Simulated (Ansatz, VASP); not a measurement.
## One calculation of NaCl, two programs

```
Na Cl
1.0
     3.11404    0.00000    0.00000
     0.00000    3.11404    0.00000
     0.00000    0.00000    3.11404
Na Cl
1 1
Direct
  0.00000 0.00000 0.00000
  0.50000 0.50000 0.50000
```

Alike in both runs: task single point; functional r2SCAN; k mesh 4 × 4 × 4; occupations gaussian, width 0.1 eV; no spin polarisation.

```csv
,VASP,Ansatz
version,VASP 6.6.1,Ansatz 0.2.0
potentials or method,"VASP PAW PBE potentials, release 64 (Na_pv, Cl), cutoff 520 eV","scalar-relativistic, plane waves, PAW"
valence electrons in the cell,14,16
```

Ansatz gave:

| Quantity | Value |
| --- | --- |
| gap on the k mesh at the Fermi level (eV) | 5.78 |
| least direct gap on the mesh (eV) | 5.78 |
| pressure (GPa) | 20.0 |

Which values does VASP return?

gap on the k mesh at the Fermi level (eV): 5.84; least direct gap on the mesh (eV): 5.84; pressure (GPa): 19.3.

VASP's potentials were made for PBE, not for r2SCAN. VASP's potentials hold 14 valence electrons a cell and Ansatz's 16, so a difference there can come from the potentials and not from the codes.

The k mesh is coarse, so the values compare programs but aren't converged.
